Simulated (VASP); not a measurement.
Input of a VASP 6.6.1 run:

File INCAR:

```
SYSTEM = BAs
PREC = Accurate
ENCUT = 520
EDIFF = 1E-7
ISMEAR = 0
SIGMA = 0.01
LREAL = .FALSE.
LASPH = .TRUE.
NELM = 80
ALGO = Normal
ISIF = 2
LWAVE = .FALSE.
LCHARG = .FALSE.
GGA = PS
NBANDS = 11
```

File KPOINTS:

```
Automatic mesh
0
G
  12 12 12
  0 0 0
```

File POSCAR:

```
BAs
1.0
    0.0000000000      2.3838742421      2.3838742421
    2.3838742421      0.0000000000      2.3838742421
    2.3838742421      2.3838742421      0.0000000000
B As
1 1
Direct
    0.0000000000      0.0000000000      0.0000000000
    0.2500000000      0.2500000000      0.2500000000
```

Potentials or basis: VASP PAW PBE potentials, release 64 (B, As).

The run is started by

```bash
$ cat potpaw_PBE.64/B/POTCAR potpaw_PBE.64/As/POTCAR > POTCAR
$ mpirun -np 1 vasp_std > vasp.out
```

What does it give for the band gap on the k mesh?

1.08 eV, indirect (least direct gap 3.25 eV).

Estimate the pressure.

0.9 GPa.

Caveat: the PAW data sets were made with another functional, which shifts forces and pressure a little. A k mesh can miss the band edges.
